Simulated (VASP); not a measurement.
Set up this calculation in VASP 6.6.1, as the native input.

```
Task                   : single point
Functional             : PBEsol
Potentials or basis    : VASP PAW PBE potentials, release 64 (Au)
Cutoff                 : 520 eV
k mesh                 : 11 × 11 × 6
Occupations            : fermi-dirac, width 0.05 eV
Spin                   : no spin polarisation
Dipole correction      : no
Further INCAR settings : ALGO = Fast; EDIFF = 1e-06; NBANDS = 18
```

The structure of Au lies in POSCAR:

```
Au
1.0
    2.7588792037      0.0000000000      0.0000000000
   -1.3794396018      2.3892594763      0.0000000000
    0.0000000000      0.0000000000      4.5707756545
Au
2
Direct
    0.6666666667      0.3333333333      0.2500000000
    0.3333333333      0.6666666667      0.7500000000
```

One way to write it, as run:

INCAR

```
SYSTEM = Au
PREC = Accurate ; ENCUT = 520
EDIFF = 1E-6 ; ISMEAR = -1
SIGMA = 0.05 ; LREAL = .FALSE.
LASPH = .TRUE. ; NELM = 100
ALGO = Fast ; ISIF = 2
LWAVE = .FALSE. ; LCHARG = .FALSE.
GGA = PS ; NBANDS = 18
```

KPOINTS

```
regular mesh
0
G
  11 11 6
  0 0 0
```

Potentials or basis: VASP PAW PBE potentials, release 64 (Au).

Launch:

```bash
$ cat potpaw_PBE.64/Au/POTCAR > POTCAR
$ mpirun -np 1 vasp_std > vasp.out
```

Results of the run:

```yaml
Pressure: 29.7 GPa
Band_gap_on_the_k_mesh: zero (band 11 reaches 15.55 eV, above the bottom of band 12 at 8.59 eV)
```

Caveat: the PAW data sets were made with another functional, which shifts forces and pressure a little; spin-orbit coupling is left out, which moves the levels of the heavy elements.

Run time: 20 s on 1 thread of AMD EPYC 9R45 96-Core Processor (Zen 5), on a shared host, peak memory 0.14 GiB.
